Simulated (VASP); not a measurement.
Crystal: Ti.

```xyz
1
Lattice="0.0000 1.9244 1.9244 1.9244 0.0000 1.9244 1.9244 1.9244 0.0000" Properties=species:S:1:pos:R:3 pbc="T T T"
Ti    0.0000    0.0000    0.0000
```

Base run:

- Program: VASP 6.6.1
- Functional: PBE
- Potentials or basis: VASP PAW PBE potentials, release 64 (Ti_sv)
- Cutoff: 520 eV
- k mesh: 20 × 20 × 20
- Occupations: gaussian, width 0.15 eV
- Spin: collinear spin, ferromagnetic start
- Starting moments: [0.375] μB
- Fixed moment: 0.375 μB

Its results: pressure 29.8 GPa; site moments Ti +0.27 μB.

Task: The run is repeated on the same cell with these changes: fixed moment from 0.375 μB to 0.875 μB; moments at the start from [0.38] to [0.88]. What comes out?

Result: Pressure 33.0 GPa; site moments Ti +0.64 μB.

Caveats: the total moment is fixed, so each spin has its own Fermi level.
